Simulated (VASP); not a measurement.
## CuO: single point with PBE

Crystal: CuO.

```xyz
2
Lattice="2.6442 0.0000 0.0000 0.0000 2.6442 0.0000 0.0000 0.0000 2.6472" Properties=species:S:1:pos:R:3 pbc="T T T"
Cu    1.3221    1.3221    1.3236
O     0.0000    0.0000    0.0000
```

* Program: VASP 6.6.1
* Task: single point
* Functional: PBE
* Potentials or basis: VASP PAW PBE potentials, release 64 (Cu, O)
* Cutoff: 520 eV
* k mesh: 8 × 8 × 4
* Occupations: gaussian, width 0.1 eV
* Spin: collinear spin, ferromagnetic start
* Starting moments: [1.0, 0.0] μB

```json
{"Pressure": "0.2 GPa", "Band gap on the k mesh": "zero (filled and empty bands overlap)", "Net moment": "1.00 μB per cell", "Site moments": "Cu +0.45; O +0.51 μB", "Valence electrons inside the program's atomic spheres": "Cu 9.74; O 4.86"}
```

Stress tensor (GPa, compression positive):
```
0.35 0.00 0.00
0.00 0.35 0.00
0.00 0.00 0.05
```

Levels at points of the mesh, in eV from the Fermi level:
Spin up:
```
           k point  band 7  band 8  band 9  band 10  band 11  band 12
(0.00, 0.00, 0.00)   -1.87   -1.87   -1.86     0.48    15.55    15.57
(0.50, 0.00, 0.00)   -1.29   -0.13   -0.11     6.24     7.42    17.44
(0.50, 0.50, 0.00)   -2.29   -1.47   -1.28     5.09    10.99    10.99
(0.00, 0.00, 0.50)   -1.30   -0.12   -0.12     6.24     7.40    17.46
(0.50, 0.00, 0.50)   -2.28   -1.44   -1.28     5.07    10.97    11.00
(0.50, 0.50, 0.50)   -0.16   -0.16   -0.16     6.98     6.98     6.98
```
Spin down:
| k point | band 4 | band 5 | band 6 | band 7 | band 8 | band 9 | band 10 | band 11 | band 12 | band 13 |
| --- | --- | --- | --- | --- | --- | --- | --- | --- | --- | --- |
| (0.00, 0.00, 0.00) | -1.43 | -1.42 | -1.42 | -1.20 | -1.20 | -1.20 | 0.72 | 15.58 | 15.61 | 19.49 |
| (0.50, 0.00, 0.00) | -2.95 | -2.78 | -1.14 | -0.91 | 0.81 | 0.82 | 6.36 | 7.98 | 17.46 | 17.48 |
| (0.50, 0.50, 0.00) | -2.77 | -1.74 | -1.65 | -1.65 | -0.95 | -0.45 | 5.15 | 11.34 | 11.34 | 17.02 |
| (0.00, 0.00, 0.50) | -2.95 | -2.78 | -1.14 | -0.92 | 0.81 | 0.81 | 6.37 | 7.97 | 17.47 | 17.51 |
| (0.50, 0.00, 0.50) | -2.77 | -1.73 | -1.65 | -1.64 | -0.96 | -0.46 | 5.13 | 11.34 | 11.36 | 17.04 |
| (0.50, 0.50, 0.50) | -5.48 | -0.94 | -0.93 | 0.70 | 0.70 | 0.70 | 6.91 | 6.91 | 6.92 | 12.81 |

Wall time 100 s on 1 thread of AMD EPYC 7R13, with other jobs on the host, peak memory 0.12 GiB.

Caveat: the k points lie up to 0.59 Å⁻¹ apart; a cell with one magnetic atom can't hold antiferromagnetic order, which such compounds often take; semilocal functionals often make such compounds metallic where correlation or magnetic order opens a gap, which also shifts bond lengths. With open d or f shells a metallic result of PBE can be an artefact of self-interaction; +U or a hybrid may open a gap.
